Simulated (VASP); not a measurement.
# PbSe (Fm-3m) in VASP: notebook

The runs below take PbSe through single point, with PBE+D3(BJ).

Program: VASP 6.6.1. These are calculated values, not measurements. Logs are shortened: lines on timing, memory, paths and dates and some standing lists are left out, and cuts for length are marked.

### Step 1. The cell of the first run

It takes space group Fm-3m (No. 225, cubic). The conventional cell has a = 5.878 Å, b = 5.878 Å, c = 5.878 Å, α = 90.00°, β = 90.00°, γ = 90.00°. Within 3.9 Å of Pb (site symmetry m-3m) lie 6 Se at 2.94 Å. Se (site symmetry m-3m) has 6 Pb at 2.94 Å within 3.9 Å.

### Step 2. Single point, PBE+D3(BJ) (volume 25.390 Å^3 an atom, c/a of the conventional cell 1.0000)

INCAR reads:

```
PREC = Accurate
ENCUT = 520
EDIFF = 1E-7
ISMEAR = 0
SIGMA = 0.03
LREAL = F
LASPH = T
NELM = 100
ALGO = Normal
ISIF = 2
LWAVE = F
LCHARG = F
GGA = PE
IVDW = 12
NBANDS = 17
```

KPOINTS reads:

```
Automatic mesh
0
Gamma
  10 10 10
```

POSCAR reads:

```
PbSe
1.0
    0.0000000000      2.9391442432      2.9391442432
    2.9391442432      0.0000000000      2.9391442432
    2.9391442432      2.9391442432      0.0000000000
Pb Se
1 1
Direct
    0.0000000000      0.0000000000      0.0000000000
    0.5000000000      0.5000000000      0.5000000000
```

Potentials or basis: VASP PAW PBE potentials, release 64 (Pb_d, Se).

Run with:

```
$ cat potpaw_PBE.64/Pb_d/POTCAR potpaw_PBE.64/Se/POTCAR > POTCAR
$ mpirun -np 1 vasp_std > vasp.out
```

OUTCAR:

```text
PREC = Accurate
   ENCUT = 520
   EDIFF = 1E-7
   ISMEAR = 0
   LREAL = F
   LASPH = T
   NELM = 100
   ISIF = 2
   GGA = PE
   IVDW = 12
 IVDW          = 12

 ion  position               nearest neighbor table
   1  0.000  0.000  0.000-   2 2.94   2 2.94   2 2.94   2 2.94   2 2.94   2 2.94
   2  0.500  0.500  0.500-   1 2.94   1 2.94   1 2.94   1 2.94   1 2.94   1 2.94

  LATTYP: Found a face centered cubic cell.
 ALAT       =     5.8782884864

  Lattice vectors:

 A1 = (   0.0000000000,   2.9391442432,   2.9391442432)
 A2 = (   2.9391442432,   0.0000000000,   2.9391442432)
 A3 = (   2.9391442432,   2.9391442432,   0.0000000000)

Analysis of symmetry for initial positions (statically):
=====================================================================
 Subroutine PRICEL returns:
 Original cell was already a primitive cell.

 Routine SETGRP: Setting up the symmetry group for a
 face centered cubic supercell.

 Subroutine GETGRP returns: Found 48 space group operations
 (whereof 48 operations were pure point group operations)
 out of a pool of 48 trial point group operations.

The static configuration has the point symmetry O_h .

Analysis of symmetry for dynamics (positions and initial velocities):
=====================================================================
 Subroutine PRICEL returns:
 Original cell was already a primitive cell.

 Routine SETGRP: Setting up the symmetry group for a
 face centered cubic supercell.

 Subroutine GETGRP returns: Found 48 space group operations
 (whereof 48 operations were pure point group operations)
 out of a pool of 48 trial point group operations.

The dynamic configuration has the point symmetry O_h .

 Subroutine INISYM returns: Found 48 space group operations
 (whereof 48 operations are pure point group operations),
 and found     1 'primitive' translations

----------------------------------------------------------------------------------------

                                     Primitive cell

  volume of cell :      50.7800

  direct lattice vectors                    reciprocal lattice vectors
     0.000000000  2.939144243  2.939144243    -0.170117544  0.170117544  0.170117544
     2.939144243  0.000000000  2.939144243     0.170117544 -0.170117544  0.170117544
     2.939144243  2.939144243  0.000000000     0.170117544  0.170117544 -0.170117544

  length of vectors
     4.156577651  4.156577651  4.156577651     0.294652229  0.294652229  0.294652229

  position of ions in fractional coordinates (direct lattice)
     0.000000000  0.000000000  0.000000000
     0.500000000  0.500000000  0.500000000

  ion indices of the primitive-cell ions
   primitive index   ion index
                 1           1
                 2           2

----------------------------------------------------------------------------------------

 KPOINTS: Automatic mesh

Automatic generation of k-mesh.
 Grid dimensions read from file:
 generate k-points for:   10   10   10

 Generating k-lattice:

  Cartesian coordinates                     Fractional coordinates (reciprocal lattice)
    -0.017011754  0.017011754  0.017011754     0.100000000  0.000000000  0.000000000
     0.017011754 -0.017011754  0.017011754     0.000000000  0.100000000  0.000000000
     0.017011754  0.017011754 -0.017011754     0.000000000  0.000000000  0.100000000

  Length of vectors
     0.029465223  0.029465223  0.029465223

  Shift w.r.t. Gamma in fractional coordinates (k-lattice)
     0.000000000  0.000000000  0.000000000

 Subroutine IBZKPT returns following result:
 ===========================================

 Found     47 irreducible k-points:

 Following reciprocal coordinates:
            Coordinates               Weight
  0.000000  0.000000  0.000000      1.000000
  0.100000  0.000000  0.000000      8.000000
  0.200000  0.000000  0.000000      8.000000
  0.300000  0.000000  0.000000      8.000000
  0.400000  0.000000  0.000000      8.000000
  0.500000  0.000000  0.000000      4.000000
[... 16 lines left out ...]
  0.300000  0.300000  0.000000      6.000000
  0.400000  0.300000  0.000000     24.000000
 [... further k-points ...]
   k-points           NKPTS =     47   k-points in BZ     NKDIM =     47   number of bands    NBANDS=     17
   number of dos      NEDOS =    301   number of ions     NIONS =      2
   total plane-waves  NPLWV =  32768
   dimension x,y,z NGX =    32 NGY =   32 NGZ =   32
   dimension x,y,z NGXF=    64 NGYF=   64 NGZF=   64
   ions per type =               1   1
   NGX,Y,Z   is equivalent  to a cutoff of  12.80, 12.80, 12.80 a.u.
   NGXF,Y,Z  is equivalent  to a cutoff of  25.60, 25.60, 25.60 a.u.
 SYSTEM =  unknown system
   PREC   = accura    normal or accurate (medium, high low for compatibility)
   ISTART =      0    job   : 0-new  1-cont  2-samecut
   ICHARG =      2    charge: 1-file 2-atom 10-const
   ISPIN  =      1    spin polarized calculation?
   LNONCOLLINEAR =      F non collinear calculations
   LSORBIT =      F    spin-orbit coupling
   LASPH  =      T    aspherical Exc in radial PAW
   ENCUT  =  520.0 eV  38.22 Ry    6.18 a.u.   7.73  7.73  7.73*2*pi/ulx,y,z
   NELM   =    100;   NELMIN=  2; NELMDL= -5     # of ELM steps
   EDIFF  = 0.1E-06   stopping-criterion for ELM
   LREAL  =      F    real-space projection
   EDIFFG = 0.1E-05   stopping-criterion for IOM
   NSW    =      0    number of steps for IOM
   IBRION =     -1    ionic relax: 0-MD 1-quasi-New 2-CG
   NFREE  =      0    steps in history (QN), initial steepest desc. (CG)
   ISIF   =      2    stress and relaxation
   ISYM   =      2    0-nonsym 1-usesym 2-fastsym
   POTIM  = 0.5000    time-step for ionic-motion
   TEBEG  =    0.0;   TEEND  =   0.0 temperature during run
   PSTRESS=    0.0 pullay stress
   NELECT =      20.0000    total number of electrons
   NUPDOWN=      -1.0000    fix difference up-down
   EMIN   =  10.00;   EMAX   =-10.00  energy-range for DOS
   EFERMI =   0.00;   METHOD = LEGACY
   ISMEAR =     0;   SIGMA  =   0.03  broadening in eV -4-tet -1-fermi 0-gaus
   EFERMI_NEDOS =   21; number of points for ismear=-14 and -15
   IALGO  =     38    algorithm
   IMIX   =      4    mixing-type and parameters
     AMIX     =   0.40;   BMIX     =  1.00
     AMIX_MAG =   1.60;   BMIX_MAG =  1.00
  volume/ion in A,a.u.               =      25.39       171.34
  Fermi-wavevector in a.u.,A,eV,Ry     =   1.200017  2.267703 19.592932  1.440040
  Thomas-Fermi vector in A             =   2.335864
   LORBIT       =      0    0 simple, 1 ext, 2 COOP (PROOUT), +10 PAW based schemes
   GGA     = PE    functional components
   LHFCALC =     F    Hartree Fock is set to
   AEXX    =    0.0000 exact exchange contribution
   IVDW    =    12    specifies the selected vdW correction
   LEPSILON=     F    determine dielectric tensor
   LRPA    =     F    only Hartree local field effects (RPA)
 non-spin polarized calculation
 Gauss-broadening in eV      SIGMA  =   0.03
  energy-cutoff  :      520.00
  volume of cell :       50.78
 maximum number of plane-waves:      1387
   NGX = 15   NGY = 15   NGZ = 15

 number of electron      19.9999996 magnetization

 Free energy of the ion-electron system (eV)
  ---------------------------------------------------
  ext. energy  EPLUGINS =         0.00000000
  ---------------------------------------------------
  free energy    TOTEN  =        -7.91198126 eV

  energy without entropy =       -7.91198125  energy(sigma->0) =       -7.91198126

 E-fermi :   6.7298     XC(G=0): -10.1057

 val. band max:        6.6355288264   @ k =   0.5000   0.0000   0.0000
 cond. band min:       6.8240468529   @ k =   0.5000   0.0000   0.0000
 fundamental gap:      0.1885180265
 Fermi energy:         6.7297918155

 k-point     1 :       0.0000    0.0000    0.0000
  band No.  band energies     occupation
      1     -10.4224      2.00000
      2     -10.4224      2.00000
      3     -10.4192      2.00000
      4     -10.4192      2.00000
      5     -10.4192      2.00000
      6      -8.0459      2.00000
[... 9 lines left out ...]
     16      12.8992      0.00000
     17      14.4107      0.00000

 k-point     2 :       0.1000    0.0000    0.0000
  band No.  band energies     occupation
      1     -10.4261      2.00000
      2     -10.4261      2.00000
      3     -10.4188      2.00000
      4     -10.4146      2.00000
      5     -10.4146      2.00000
      6      -7.9523      2.00000
[... 9 lines left out ...]
     16      13.1676      0.00000
     17      15.4129      0.00000

 k-point     3 :       0.2000    0.0000    0.0000
  band No.  band energies     occupation
      1     -10.4369      2.00000
      2     -10.4369      2.00000
      3     -10.4182      2.00000
      4     -10.4014      2.00000
      5     -10.4014      2.00000
      6      -7.6825      2.00000
[... 9 lines left out ...]
     16      13.7880      0.00000
     17      17.2361      0.00000

 k-point     4 :       0.3000    0.0000    0.0000
  band No.  band energies     occupation
      1     -10.4502      2.00000
      2     -10.4502      2.00000
      3     -10.4181      2.00000
      4     -10.3850      2.00000
      5     -10.3850      2.00000
      6      -7.2808      2.00000
[... 9 lines left out ...]
     16      14.7186      0.00000
     17      19.0885      0.00000
[... 343 lines left out ...]
      1     -10.4649      2.00000
      2     -10.4502      2.00000
      3     -10.4126      2.00000
      4     -10.3927      2.00000
      5     -10.3848      2.00000
      6      -7.1214      2.00000
[... 9 lines left out ...]
     16      16.4388      0.00000
     17      16.9479      0.00000

 k-point    23 :       0.3000    0.3000    0.0000
  band No.  band energies     occupation
      1     -10.5578      2.00000
      2     -10.4393      2.00000
      3     -10.4024      2.00000
      4     -10.3733      2.00000
      5     -10.3733      2.00000
      6      -6.9435      2.00000
[... 9 lines left out ...]
     16      17.0840      0.00000
     17      17.3701      0.00000

 k-point    24 :       0.4000    0.3000    0.0000
  band No.  band energies     occupation
      1     -10.5899      2.00000
      2     -10.4395      2.00000
      3     -10.4048      2.00000
      4     -10.3658      2.00000
      5     -10.3617      2.00000
      6      -6.5953      2.00000
[... 9 lines left out ...]
     16      17.5485      0.00000
     17      18.3620      0.00000

 [... further k-points ...]

------------------------ aborting loop because EDIFF is reached ----------------------------------------

 Edisp (eV)   -0.83414

 E8    (eV) :    -0.3886

  FORCE on cell =-STRESS in cart. coord.  units (eV):
  Direction    XX          YY          ZZ          XY          YZ          ZX
  --------------------------------------------------------------------------------------
  -------------------------------------------------------------------------------------
  Total       2.73220     2.73220     2.73220     0.00000     0.00000     0.00000
  in kB      86.20463    86.20463    86.20463     0.00000     0.00000     0.00000
  external pressure =       86.20 kB  Pullay stress =        0.00 kB

 VOLUME and BASIS-vectors are now :
 -----------------------------------------------------------------------------
  energy-cutoff  :      520.00
  volume of cell :       50.78
      direct lattice vectors                 reciprocal lattice vectors
     0.000000000  2.939144243  2.939144243    -0.170117544  0.170117544  0.170117544
     2.939144243  0.000000000  2.939144243     0.170117544 -0.170117544  0.170117544
     2.939144243  2.939144243  0.000000000     0.170117544  0.170117544 -0.170117544

 POSITION                                       TOTAL-FORCE (eV/Angst)
 -----------------------------------------------------------------------------------
      0.00000      0.00000      0.00000        -0.000000     -0.000000     -0.000000
      2.93914      2.93914      2.93914         0.000000      0.000000      0.000000
 -----------------------------------------------------------------------------------
    total drift:                                0.000000     -0.000000     -0.000000

  FREE ENERGIE OF THE ION-ELECTRON SYSTEM (eV)
  ---------------------------------------------------
  free  energy   TOTEN  =        -8.7461244954 eV

  energy  without entropy=       -8.7461244884  energy(sigma->0) =       -8.74612449
```

Run time: 34 s. Hardware: 1 thread of Intel Xeon Platinum 8488C (Sapphire Rapids), shared host; peak memory 0.2 GiB.

What came out:

```yaml
Free_energy: -8.7461 eV
Pressure: 8.6 GPa
Band_gap_on_the_k_mesh: 0.19 eV, direct
Dispersion_energy_per_atom: -0.417 eV
```

Caveat: spin-orbit coupling is left out, which moves the levels of the heavy elements. A k mesh can miss the band edges.

### Step 3. Single point, PBE+D3(BJ) (volume 26.082 Å^3 an atom, c/a of the conventional cell 1.0000)

INCAR reads:

```
SYSTEM = PbSe
  ALGO = Normal
  EDIFF = 1E-7
  ENCUT = 520
  GGA = PE
  ISIF = 2
  ISMEAR = 0
  IVDW = 12
  LASPH = .TRUE.
  LCHARG = .FALSE.
  LREAL = .FALSE.
  LWAVE = .FALSE.
  NBANDS = 17
  NELM = 60
  PREC = Accurate
  SIGMA = 0.03
```

KPOINTS reads:

```
k-points
0
G
  10 10 10
  0 0 0
```

POSCAR reads:

```
PbSe
1.0
    0.0000000000      2.9656072189      2.9656072189
    2.9656072189      0.0000000000      2.9656072189
    2.9656072189      2.9656072189      0.0000000000
Pb Se
1 1
Direct
    0.0000000000      0.0000000000      0.0000000000
    0.5000000000      0.5000000000      0.5000000000
```

Potentials or basis: VASP PAW PBE potentials, release 64 (Pb_d, Se).

Run with:

```
$ cat potpaw_PBE.64/Pb_d/POTCAR potpaw_PBE.64/Se/POTCAR > POTCAR
$ mpirun -np 1 vasp_std > vasp.out
```

It took 31 s on 1 thread of Intel Xeon Platinum 8488C (Sapphire Rapids), shared host; peak memory 0.2 GiB.

The run converged. Its results:

* Free energy: -8.8112 eV
* Pressure: 6.4 GPa
* Band gap on the k mesh: 0.07 eV, direct
* Dispersion energy per atom: -0.406 eV

Levels at points of the mesh, in eV from the valence-band top:
```csv
k point,band 6,band 7,band 8,band 9,band 10,band 11,band 12,band 13,band 14,band 15
"(0.00, 0.00, 0.00)",-14.50,-6.18,-2.37,-2.37,-2.37,4.88,4.88,4.88,6.25,6.25
"(0.50, 0.00, 0.00)",-13.19,-9.44,-1.88,-1.88,0.00,0.07,1.43,1.43,8.62,10.03
"(0.50, 0.50, 0.00)",-12.64,-7.60,-5.86,-3.90,-3.90,3.23,5.94,5.94,6.42,11.47
```

Caveat: spin-orbit coupling is left out, which moves the levels of the heavy elements. A k mesh can miss the band edges.

[end of part 1 of 2]
